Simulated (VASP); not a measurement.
A run of VASP 6.6.1 is set up as follows.

The input INCAR:

```
ALGO     = Normal         # electronic algorithm
EDIFF    = 1E-6           # SCF threshold, eV
ENCUT    = 520            # plane-wave cutoff, eV
GGA      = PE             # functional
ISIF     = 2              # what is computed and relaxed
ISMEAR   = -1             # smearing method
LASPH    = True           # aspherical terms in the spheres
LCHARG   = False          # write CHGCAR
LREAL    = Auto         
LWAVE    = False          # write WAVECAR
NBANDS   = 46             # bands
NELM     = 80             # most SCF steps
PREC     = Accurate       # precision mode
SIGMA    = 0.05           # smearing width, eV
```

Contents of KPOINTS:

```
k-points
0
Gamma
  2 2 2
```

File POSCAR:

```
MgO
1.0
    0.0000000000      4.2407880000      4.2407880000
    4.2407880000      0.0000000000      4.2407880000
    4.2407880000      4.2407880000      0.0000000000
Mg O
8 8
Direct
    0.0044213481      0.0270350699     -0.0317040135
    0.0124976773      0.0046217826      0.4787789439
   -0.0088898573      0.5200212791      0.0006130936
    0.0163295123      0.5025599016      0.4790029589
    0.4897085164     -0.0057182769      0.0029829362
    0.5048472124     -0.0221539016      0.5089738039
    0.4798400675      0.5069576692     -0.0063903218
    0.4992822089      0.4614354691      0.4906281568
    0.2449780560      0.2484208124      0.2537028496
    0.2591971115      0.2478548798      0.7442956356
    0.2524648721      0.7429161750      0.2442588500
    0.2551058907      0.7606487285      0.7337197709
    0.7582435151      0.2378921087      0.2530072241
    0.7297818236      0.2275638396      0.7651997695
    0.7450502124      0.7423620327      0.2557543551
    0.7463943022      0.7359009693      0.7459462722
```

Potentials or basis: VASP PAW PBE potentials, release 64 (Mg, O).

Run with:

```bash
$ cat potpaw_PBE.64/Mg/POTCAR potpaw_PBE.64/O/POTCAR > POTCAR
$ mpirun -np 1 vasp_std > vasp.out
```

(1) Predict the pressure.

(2) Estimate the largest force.

Results:

(1) 3.3 GPa.

(2) 2.389 eV/Å.

Caveat: the k points lie up to 0.64 Å⁻¹ apart; forces of over 1 eV/Å act on the atoms, so gaps and moduli don't describe the material at rest.
